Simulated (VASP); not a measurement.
GaN: single point with PBE

GaN:

```
Ga N
1.0
     0.00000    2.29982    2.29982
     2.27424    0.02559    2.27424
     2.27424    2.27424    0.02559
Ga N
1 1
Direct
  0.00000 0.00000 0.00000
  0.75000 0.75000 0.75000
```

This cell differs from its parent crystal: strain +0.0225 x Voigt [0, 0, 0, 1, 0, 0].

- Program: VASP 6.6.1
- Task: single point
- Functional: PBE
- Potentials or basis: VASP PAW PBE potentials, release 64 (Ga_d, N)
- Cutoff: 520 eV
- k mesh: 10 × 10 × 10
- Occupations: gaussian, width 0.05 eV
- Spin: no spin polarisation

```yaml
Pressure: 0.2 GPa
Largest_force: 0.159 eV/Å
Band_gap_on_the_k_mesh: 1.50 eV, direct
```

Forces on the atoms (eV/Å):
```
Ga  -0.159  0.000  0.000
N    0.159  0.000  0.000
```

Stress tensor (GPa, compression positive):
```
 0.16  0.00  0.00
 0.00  0.22 -3.95
 0.00 -3.95  0.22
```

Levels at points of the mesh, in eV from the valence-band top:
| k point | band 5 | band 6 | band 7 | band 8 | band 9 | band 10 | band 11 | band 12 | band 13 | band 14 |
| --- | --- | --- | --- | --- | --- | --- | --- | --- | --- | --- |
| (0.00, 0.00, 0.00) | -13.17 | -13.17 | -0.08 | -0.05 | 0.00 | 1.50 | 9.82 | 10.10 | 10.36 | 17.18 |
| (0.50, 0.00, 0.00) | -13.13 | -11.97 | -6.92 | -0.93 | -0.92 | 4.49 | 8.49 | 10.19 | 10.40 | 15.44 |
| (0.00, 0.50, 0.00) | -13.12 | -11.88 | -6.89 | -1.03 | -1.02 | 4.32 | 8.59 | 9.98 | 10.19 | 15.29 |
| (0.50, 0.50, 0.00) | -13.10 | -11.49 | -6.05 | -2.65 | -2.65 | 3.30 | 6.45 | 11.46 | 13.63 | 13.65 |
| (0.00, 0.50, 0.50) | -13.10 | -11.50 | -6.05 | -2.78 | -2.52 | 3.28 | 6.48 | 11.48 | 13.50 | 13.77 |

Wall time 39 s on 1 thread of Intel(R) Xeon(R) 6975P-C (Granite Rapids), on a shared host, peak memory 0.19 GiB.

Caveat: the cell differs from its parent crystal (strain +0.0225 x Voigt [0, 0, 0, 1, 0, 0]).
